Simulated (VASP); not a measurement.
# AlNi in VASP: a series of runs

AlNi is run at these levels: LDA, PBE, PBEsol, r2SCAN; tasks: single point.

Everything below comes from runs of VASP 6.6.1. Logs are shortened: lines on timing, memory, paths and dates and some standing lists are left out, and cuts for length are marked.

### 1 The cell of the first run

The structure is tetragonal, space group P4/mmm (No. 123). Conventional cell: a = 2.829 Å, b = 2.829 Å, c = 2.840 Å, α = 90.00°, β = 90.00°, γ = 90.00°. Al (site symmetry 4/mmm) has 8 Ni at 2.45 Å and 6 Al at 2.83 to 2.84 Å within 3.2 Å. Within 3.2 Å of Ni (site symmetry 4/mmm) lie 8 Al at 2.45 Å and 6 Ni at 2.83 to 2.84 Å.

### 2 Single point, LDA

INCAR

```
SYSTEM = AlNi
  PREC = Accurate
  ENCUT = 520
  EDIFF = 1E-7
  ISMEAR = 0
  SIGMA = 0.1
  LREAL = .FALSE.
  LASPH = .TRUE.
  NELM = 60
  ALGO = Fast
  ISIF = 2
  LWAVE = .FALSE.
  LCHARG = .FALSE.
  NBANDS = 14
```

KPOINTS

```
regular mesh
0
G
  16 16 14
  0 0 0
```

POSCAR

```
AlNi
1.0
    2.0002900840     -2.0003202214      0.0000000000
    2.0002900840      2.0003202214      0.0000000000
    0.0000000000      0.0000000000      2.8396512506
Al Ni
1 1
Direct
    0.0000000000      0.0000000000      0.0000000000
    0.5000000000      0.5000000000      0.5000000000
```

Potentials or basis: VASP PAW LDA potentials, release 64 (Al, Ni).

Command:

```
cat potpaw_LDA.64/Al/POTCAR potpaw_LDA.64/Ni/POTCAR > POTCAR
mpirun -np 1 vasp_std > vasp.out
```

OUTCAR:

```text
SYSTEM = AlNi
   PREC = Accurate
   ENCUT = 520
   EDIFF = 1E-7
   ISMEAR = 0
   LREAL = .FALSE.
   LASPH = .TRUE.
   NELM = 60
   ISIF = 2

 ion  position               nearest neighbor table
   1  0.000  0.000  0.000-   2 2.45   2 2.45   2 2.45   2 2.45   2 2.45   2 2.45   2 2.45   2 2.45

   2  0.500  0.500  0.500-   1 2.45   1 2.45   1 2.45   1 2.45   1 2.45   1 2.45   1 2.45   1 2.45

  LATTYP: Found a base centered orthorhombic cell.
 ALAT       =     4.0005801680
 B/A-ratio  =     1.0000150665
 C/A-ratio  =     0.7098098604

  Lattice vectors:

 A1 = (   2.0002900840,  -2.0003202214,   0.0000000000)
 A2 = (   2.0002900840,   2.0003202214,   0.0000000000)
 A3 = (   0.0000000000,   0.0000000000,   2.8396512506)

Analysis of symmetry for initial positions (statically):
=====================================================================
 Subroutine PRICEL returns:
 Original cell was already a primitive cell.

 Routine SETGRP: Setting up the symmetry group for a
 base centered orthorhombic supercell.

 Subroutine GETGRP returns: Found  8 space group operations
 (whereof  8 operations were pure point group operations)
 out of a pool of  8 trial point group operations.

The static configuration has the point symmetry D_2h.

Analysis of symmetry for dynamics (positions and initial velocities):
=====================================================================
 Subroutine PRICEL returns:
 Original cell was already a primitive cell.

 Routine SETGRP: Setting up the symmetry group for a
 base centered orthorhombic supercell.

 Subroutine GETGRP returns: Found  8 space group operations
 (whereof  8 operations were pure point group operations)
 out of a pool of  8 trial point group operations.

The dynamic configuration has the point symmetry D_2h.

 Subroutine INISYM returns: Found  8 space group operations
 (whereof  8 operations are pure point group operations),
 and found     1 'primitive' translations

----------------------------------------------------------------------------------------

                                     Primitive cell

  volume of cell :      22.7241

  direct lattice vectors                    reciprocal lattice vectors
     2.000290084 -2.000320221  0.000000000     0.249963745 -0.249959979  0.000000000
     2.000290084  2.000320221  0.000000000     0.249963745  0.249959979  0.000000000
     0.000000000  0.000000000  2.839651251     0.000000000  0.000000000  0.352155920

  length of vectors
     2.828858676  2.828858676  2.839651251     0.353499455  0.353499455  0.352155920

  position of ions in fractional coordinates (direct lattice)
     0.000000000  0.000000000  0.000000000
     0.500000000  0.500000000  0.500000000

  ion indices of the primitive-cell ions
   primitive index   ion index
                 1           1
                 2           2

----------------------------------------------------------------------------------------

 KPOINTS: regular mesh

Automatic generation of k-mesh.
 Grid dimensions read from file:
 generate k-points for:   16   16   14

 Generating k-lattice:

  Cartesian coordinates                     Fractional coordinates (reciprocal lattice)
     0.015622734 -0.015622499  0.000000000     0.062500000  0.000000000  0.000000000
     0.015622734  0.015622499  0.000000000     0.000000000  0.062500000  0.000000000
     0.000000000  0.000000000  0.025153994     0.000000000  0.000000000  0.071428571

  Length of vectors
     0.022093716  0.022093716  0.025153994

  Shift w.r.t. Gamma in fractional coordinates (k-lattice)
     0.000000000  0.000000000  0.000000000

 Subroutine IBZKPT returns following result:
 ===========================================

 Found    584 irreducible k-points:

 Following reciprocal coordinates:
            Coordinates               Weight
  0.000000  0.000000  0.000000      1.000000
  0.062500  0.000000  0.000000      4.000000
  0.125000  0.000000  0.000000      4.000000
  0.187500  0.000000  0.000000      4.000000
  0.250000  0.000000  0.000000      4.000000
  0.312500  0.000000  0.000000      4.000000
[... 16 lines left out ...]
 -0.125000  0.062500  0.000000      4.000000
 -0.062500  0.062500  0.000000      2.000000
 [... further k-points ...]
   k-points           NKPTS =    584   k-points in BZ     NKDIM =    584   number of bands    NBANDS=     14
   number of dos      NEDOS =    301   number of ions     NIONS =      2
   total plane-waves  NPLWV =  13824
   dimension x,y,z NGX =    24 NGY =   24 NGZ =   24
   dimension x,y,z NGXF=    48 NGYF=   48 NGZF=   48
   ions per type =               1   1
   NGX,Y,Z   is equivalent  to a cutoff of  14.10, 14.10, 14.05 a.u.
   NGXF,Y,Z  is equivalent  to a cutoff of  28.21, 28.21, 28.10 a.u.
 SYSTEM =  AlNi
   PREC   = accura    normal or accurate (medium, high low for compatibility)
   ISTART =      0    job   : 0-new  1-cont  2-samecut
   ICHARG =      2    charge: 1-file 2-atom 10-const
   ISPIN  =      1    spin polarized calculation?
   LNONCOLLINEAR =      F non collinear calculations
   LSORBIT =      F    spin-orbit coupling
   LASPH  =      T    aspherical Exc in radial PAW
   ENCUT  =  520.0 eV  38.22 Ry    6.18 a.u.   5.26  5.26  5.28*2*pi/ulx,y,z
   NELM   =     60;   NELMIN=  2; NELMDL= -5     # of ELM steps
   EDIFF  = 0.1E-06   stopping-criterion for ELM
   LREAL  =      F    real-space projection
   EDIFFG = 0.1E-05   stopping-criterion for IOM
   NSW    =      0    number of steps for IOM
   IBRION =     -1    ionic relax: 0-MD 1-quasi-New 2-CG
   NFREE  =      0    steps in history (QN), initial steepest desc. (CG)
   ISIF   =      2    stress and relaxation
   ISYM   =      2    0-nonsym 1-usesym 2-fastsym
   POTIM  = 0.5000    time-step for ionic-motion
   TEBEG  =    0.0;   TEEND  =   0.0 temperature during run
   PSTRESS=    0.0 pullay stress
   NELECT =      13.0000    total number of electrons
   NUPDOWN=      -1.0000    fix difference up-down
   EMIN   =  10.00;   EMAX   =-10.00  energy-range for DOS
   EFERMI =   0.00;   METHOD = LEGACY
   ISMEAR =     0;   SIGMA  =   0.10  broadening in eV -4-tet -1-fermi 0-gaus
   EFERMI_NEDOS =   21; number of points for ismear=-14 and -15
   IALGO  =     68    algorithm
   IMIX   =      4    mixing-type and parameters
     AMIX     =   0.40;   BMIX     =  1.00
     AMIX_MAG =   1.60;   BMIX_MAG =  1.00
  volume/ion in A,a.u.               =      11.36        76.68
  Fermi-wavevector in a.u.,A,eV,Ry     =   1.359023  2.568181 25.129189  1.846943
  Thomas-Fermi vector in A             =   2.485806
   LORBIT       =      0    0 simple, 1 ext, 2 COOP (PROOUT), +10 PAW based schemes
   GGA     = CA    functional components
   LHFCALC =     F    Hartree Fock is set to
   AEXX    =    0.0000 exact exchange contribution
   IVDW    =     0    specifies the selected vdW correction
   LEPSILON=     F    determine dielectric tensor
   LRPA    =     F    only Hartree local field effects (RPA)
 non-spin polarized calculation
 RMM-DIIS sequential band-by-band and
 Gauss-broadening in eV      SIGMA  =   0.10
  energy-cutoff  :      520.00
  volume of cell :       22.72
 maximum number of plane-waves:       627
 NGX is ok and might be reduce to    24
   NGX = 11   NGY = 11   NGZ = 11

 number of electron      12.9999994 magnetization

 Free energy of the ion-electron system (eV)
  ---------------------------------------------------
  ext. energy  EPLUGINS =         0.00000000
  ---------------------------------------------------
  free energy    TOTEN  =       -12.19886501 eV

  energy without entropy =      -12.19547911  energy(sigma->0) =      -12.19717206

 E-fermi :  10.4305     XC(G=0): -12.5504

 val. band max:       10.4143767078   @ k =  -0.2500   0.0625   0.3571
 cond. band min:      10.4447878835   @ k =  -0.4375   0.3125   0.5000
 fundamental gap:      0.0304111757
 Fermi energy:        10.4304661307

 k-point     1 :       0.0000    0.0000    0.0000
  band No.  band energies     occupation
      1      -1.0200      2.00000
      2       6.9434      2.00000
      3       6.9441      2.00000
      4       8.7661      2.00000
      5       8.7661      2.00000
      6       8.7759      2.00000
      7      16.0339      0.00000
      8      16.1742      0.00000
      9      16.1743      0.00000
     10      18.8120      0.00000
     11      18.8425      0.00000
     12      24.9357      0.00000
     13      31.8106      0.00000
     14      31.8590      0.00000

 k-point     2 :       0.0625    0.0000    0.0000
  band No.  band energies     occupation
      1      -0.9452      2.00000
      2       6.9410      2.00000
      3       6.9618      2.00000
      4       8.7317      2.00000
      5       8.7422      2.00000
      6       8.7698      2.00000
      7      15.3626      0.00000
      8      16.1332      0.00000
      9      16.2728      0.00000
     10      18.8205      0.00000
     11      19.5750      0.00000
     12      25.1893      0.00000
     13      30.9473      0.00000
     14      31.0474      0.00000

 k-point     3 :       0.1250    0.0000    0.0000
  band No.  band energies     occupation
      1      -0.7219      2.00000
      2       6.9185      2.00000
      3       7.0141      2.00000
      4       8.6368      2.00000
      5       8.6490      2.00000
      6       8.7803      2.00000
      7      13.9449      0.00000
      8      16.4233      0.00000
      9      16.5610      0.00000
     10      18.8245      0.00000
     11      20.7463      0.00000
     12      25.9880      0.00000
     13      29.4323      0.00000
     14      29.5402      0.00000
[... 324 lines left out ...]
 k-point    23 :      -0.1250    0.0625    0.0000
  band No.  band energies     occupation
      1      -0.6479      2.00000
      2       6.9360      2.00000
      3       7.0168      2.00000
      4       8.6094      2.00000
      5       8.6391      2.00000
      6       8.7489      2.00000
      7      14.0016      0.00000
      8      15.7587      0.00000
      9      16.5208      0.00000
     10      19.3318      0.00000
     11      21.0746      0.00000
     12      26.1712      0.00000
     13      28.6202      0.00000
     14      29.4702      0.00000

 k-point    24 :      -0.0625    0.0625    0.0000
  band No.  band energies     occupation
      1      -0.8707      2.00000
      2       6.9506      2.00000
      3       6.9687      2.00000
      4       8.7068      2.00000
      5       8.7272      2.00000
      6       8.7440      2.00000
      7      15.2867      0.00000
      8      15.6322      0.00000
      9      16.2320      0.00000
     10      19.1891      0.00000
     11      19.9677      0.00000
     12      25.4244      0.00000
     13      30.1405      0.00000
     14      30.9311      0.00000

 [... further k-points ...]
[... 5 lines left out ...]
  --------------------------------------------------------------------------------------
  -------------------------------------------------------------------------------------
  Total        0.0411270      0.0405439      0.0417561      0.0000000      0.0000000      0.0000000
  in kB        2.8996771      2.8585683      2.9440319      0.0000000      0.0000000      0.0000000
  external PRESSURE =       2.9007591 kB  Pullay stress =       0.0000000 kB

 VOLUME and BASIS-vectors are now :
 -----------------------------------------------------------------------------
  energy-cutoff  :      520.00
  volume of cell :       22.72
      direct lattice vectors                 reciprocal lattice vectors
     2.000290084 -2.000320221  0.000000000     0.249963745 -0.249959979  0.000000000
     2.000290084  2.000320221  0.000000000     0.249963745  0.249959979  0.000000000
     0.000000000  0.000000000  2.839651251     0.000000000  0.000000000  0.352155920

 POSITION                                       TOTAL-FORCE (eV/Angst)
 -----------------------------------------------------------------------------------
      0.00000      0.00000      0.00000         0.000000      0.000000      0.000000
      2.00029      0.00000      1.41983        -0.000000      0.000000      0.000000
 -----------------------------------------------------------------------------------
    total drift:                                0.000000     -0.000000     -0.000000

  FREE ENERGIE OF THE ION-ELECTRON SYSTEM (eV)
  ---------------------------------------------------
  free  energy   TOTEN  =       -12.1988650114 eV

  energy  without entropy=      -12.1954791094  energy(sigma->0) =      -12.19717206
```

Wall time 77 s (1 thread of Intel Xeon 6975P-C (Granite Rapids), shared host); peak memory 0.29 GiB.

Results:

```
Free energy            : -12.1989 eV
Pressure               : 0.3 GPa
Band gap on the k mesh : zero (an odd number of electrons rules out a gap without spin polarisation)
```

Spin polarisation is off, so any magnetic state and its effect on volume and gap are missing.

### 3 Single point, PBE

This run uses another cell than the first one, of 12.11 Å³/atom.

INCAR

```
  PREC = Accurate
  ENCUT = 520
  EDIFF = 1E-6
  ISMEAR = 0
  SIGMA = 0.1
  LREAL = False
  LASPH = True
  NELM = 100
  ALGO = Normal
  ISIF = 2
  LWAVE = False
  LCHARG = True
  GGA = PE
  LELF = True
  LVHAR = True
  NBANDS = 14
```

KPOINTS

```
Automatic mesh
0
Gamma
  16 16 14
```

POSCAR

```
AlNi
1.0
    2.0427737219     -2.0427756319      0.0000000000
    2.0427737219      2.0427756319      0.0000000000
    0.0000000000      0.0000000000      2.9011738397
Al Ni
1 1
Direct
    0.0000000000      0.0000000000      0.0000000000
    0.5000000000      0.5000000000      0.5000000000
```

Potentials or basis: VASP PAW PBE potentials, release 64 (Al, Ni).

Command:

```
cat potpaw_PBE.64/Al/POTCAR potpaw_PBE.64/Ni/POTCAR > POTCAR
mpirun -np 1 vasp_std > vasp.out
```

OUTCAR:

```text
PREC = Accurate
   ENCUT = 520
   EDIFF = 1E-6
   ISMEAR = 0
   LREAL = False
   LASPH = True
   NELM = 100
   ISIF = 2
   GGA = PE

 ion  position               nearest neighbor table
   1  0.000  0.000  0.000-   2 2.51   2 2.51   2 2.51   2 2.51   2 2.51   2 2.51   2 2.51   2 2.51

   2  0.500  0.500  0.500-   1 2.51   1 2.51   1 2.51   1 2.51   1 2.51   1 2.51   1 2.51   1 2.51

  LATTYP: Found a simple tetragonal cell.
 ALAT       =     2.8889196529
 C/A-ratio  =     1.0042417887

  Lattice vectors:

[... 587 lines left out ...]
      9      17.7659      0.00000
     10      20.1691      0.00000
     11      20.6738      0.00000
     12      20.9859      0.00000
     13      25.0217      0.00000
     14      25.7321      0.00000

 [... further k-points ...]
[... 5 lines left out ...]
  --------------------------------------------------------------------------------------
  -------------------------------------------------------------------------------------
  Total       -0.0033470     -0.0033470     -0.0034735      0.0000000      0.0000000      0.0000000
  in kB       -0.2214711     -0.2214715     -0.2298419      0.0000000      0.0000000      0.0000000
  external PRESSURE =      -0.2242615 kB  Pullay stress =       0.0000000 kB

 VOLUME and BASIS-vectors are now :
 -----------------------------------------------------------------------------
  energy-cutoff  :      520.00
  volume of cell :       24.21
      direct lattice vectors                 reciprocal lattice vectors
     2.042773722 -2.042775632  0.000000000     0.244765240 -0.244765011  0.000000000
     2.042773722  2.042775632  0.000000000     0.244765240  0.244765011  0.000000000
     0.000000000  0.000000000  2.901173840     0.000000000  0.000000000  0.344688066

 POSITION                                       TOTAL-FORCE (eV/Angst)
 -----------------------------------------------------------------------------------
      0.00000      0.00000      0.00000         0.000000      0.000000      0.000000
      2.04277      0.00000      1.45059         0.000000      0.000000      0.000000
 -----------------------------------------------------------------------------------
    total drift:                                0.000000     -0.000000     -0.000000

  FREE ENERGIE OF THE ION-ELECTRON SYSTEM (eV)
  ---------------------------------------------------
  free  energy   TOTEN  =       -10.5411909941 eV

  energy  without entropy=      -10.5375315384  energy(sigma->0) =      -10.53936127
```

OSZICAR:

```text
N       E                     dE             d eps       ncg     rms          rms(c)
DAV:   1     0.403223904994E+02    0.40322E+02   -0.53892E+03 10232   0.965E+02
DAV:   2    -0.102310156408E+02   -0.50553E+02   -0.45669E+02 10848   0.178E+02
DAV:   3    -0.119354410306E+02   -0.17044E+01   -0.16899E+01 12942   0.364E+01
DAV:   4    -0.119581377882E+02   -0.22697E-01   -0.22691E-01 11890   0.383E+00
DAV:   5    -0.119588045991E+02   -0.66681E-03   -0.66680E-03 13146   0.713E-01    0.118E+01
DAV:   6    -0.138830140362E+02   -0.19242E+01   -0.45923E+01 11802   0.935E+01    0.157E+01
DAV:   7    -0.105676380797E+02    0.33154E+01   -0.13654E+01 12030   0.560E+01    0.101E+00
DAV:   8    -0.105546826500E+02    0.12955E-01   -0.29163E-01 12754   0.565E+00    0.971E-01
DAV:   9    -0.105414883867E+02    0.13194E-01   -0.43845E-02 12986   0.268E+00    0.183E-01
DAV:  10    -0.105411918009E+02    0.29659E-03   -0.14166E-03 13904   0.497E-01    0.686E-02
DAV:  11    -0.105411918232E+02   -0.22368E-07   -0.40311E-05 12352   0.507E-02    0.117E-02
DAV:  12    -0.105411909941E+02    0.82909E-06   -0.17628E-06 10294   0.184E-02
   1 F= -.10541191E+02 E0= -.10539361E+02  d E =-.365946E-02
```

stdout:

```text
POSCAR found type information on POSCAR AlNi
 POSCAR found :  2 types and       2 ions
 scaLAPACK will be used
 LDA part: xc-table for (Slater+PW92), standard interpolation
 POSCAR, INCAR and KPOINTS ok, starting setup
 FFT: planning ... GRIDC
 FFT: planning ... GRID_SOFT
 FFT: planning ... GRID
 WAVECAR not read
 entering main loop
```

Wall time 30 s (1 thread of Intel Xeon 6975P-C (Granite Rapids), shared host); peak memory 0.24 GiB.

Results:

```
Free energy            : -10.5412 eV
Pressure               : 0.0 GPa
Band gap on the k mesh : zero (an odd number of electrons rules out a gap without spin polarisation)
```

Levels at points of the mesh, in eV from the Fermi level:
```
           k point  band 5  band 6  band 7  band 8  band 9  band 10
(0.00, 0.00, 0.00)   -1.50   -1.50    5.36    5.51    5.51     8.08
(0.50, 0.00, 0.00)   -2.19   -1.42   -0.61    8.28    9.88    10.02
(0.50, 0.50, 0.00)   -2.03   -2.03   -0.98    1.50    2.44    12.08
(0.00, 0.00, 0.50)   -2.19   -1.41   -0.64    8.28   10.01    10.01
(0.50, 0.00, 0.50)   -2.02   -2.01   -0.99    1.46    2.41    12.18
(0.50, 0.50, 0.50)   -0.95    2.02    2.03    2.03    3.59     4.39
```

[end of part 1 of 2]
